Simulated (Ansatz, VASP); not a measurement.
**Two plane-wave programs on BP**

```
B P
1.0
     0.00000    2.19734    2.41707
     2.19734    0.00000    2.41707
     2.19734    2.19734    0.00000
B P
1 1
Direct
  0.00000 0.00000 0.00000
  0.75000 0.75000 0.75000
```

Alike in both runs: task single point; functional r2SCAN; k mesh 12 × 12 × 12; occupations gaussian, width 0.05 eV; no spin polarisation.

|  | VASP | Ansatz |
| --- | --- | --- |
| version | VASP 6.6.1 | Ansatz 0.2.0 |
| potentials or method | VASP PAW PBE potentials, release 64 (B, P), cutoff 520 eV | scalar-relativistic, plane waves, PAW |
| valence electrons in the cell | 8 | 8 |

Ansatz gave:

```
gap on the k mesh at the Fermi level (eV)                     : 0.65
least direct gap on the mesh (eV)                             : 3.09
pressure (GPa)                                                : 0.0
traceless stress, the component that is largest in VASP (GPa) : -20.58
```

Question: Estimate VASP's values.

Answer: gap on the k mesh at the Fermi level (eV): 0.68; least direct gap on the mesh (eV): 3.13; pressure (GPa): -0.5; traceless stress, the component that is largest in VASP (GPa): -20.67.

VASP's potentials were made for PBE, not for r2SCAN.
